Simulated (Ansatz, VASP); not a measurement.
# One calculation of VO2, two programs

```
V O
1.0
     4.55460    0.00000    0.00000
     0.00000    4.55460    0.00000
     0.00000    0.00000    2.82427
V O
2 4
Direct
  0.00000 0.00000 0.00000
  0.50000 0.50000 0.50000
  0.29925 0.29925 0.00000
  0.20075 0.79925 0.50000
  0.70075 0.70075 0.00000
  0.79925 0.20075 0.50000
```

Change from the starting cell: z stretched by -1 %, ions relaxed.

Alike in both runs: functional PBE; k mesh 10 × 10 × 16; occupations fermi-dirac, width 0.05 eV; collinear spin.

Ansatz relaxed the structure, and its values are those at the end. VASP's run is a single point on that final structure, the one shown.

```csv
,VASP,Ansatz
version,VASP 6.6.1,Ansatz 0.2.0
potentials or method,"VASP PAW PBE potentials, release 64 (V_sv, O)","plane-wave PAW, scalar-relativistic"
plane-wave cutoff (eV),600,420
valence electrons in the cell,50,50
```

```csv
,VASP,Ansatz,Ansatz less VASP
pressure (GPa),4.8,4.2,-0.58
rms of the force components (eV/Å),0.014,0.000,-0.0136
net moment per atom (μB),0.33,0.33,0.000
size of the moment on the site where the two differ most (μB),1.04,0.82,-0.218
```

Site moments also hang on the region over which each program counts them. Ansatz's warnings: stress scf threshold loose.
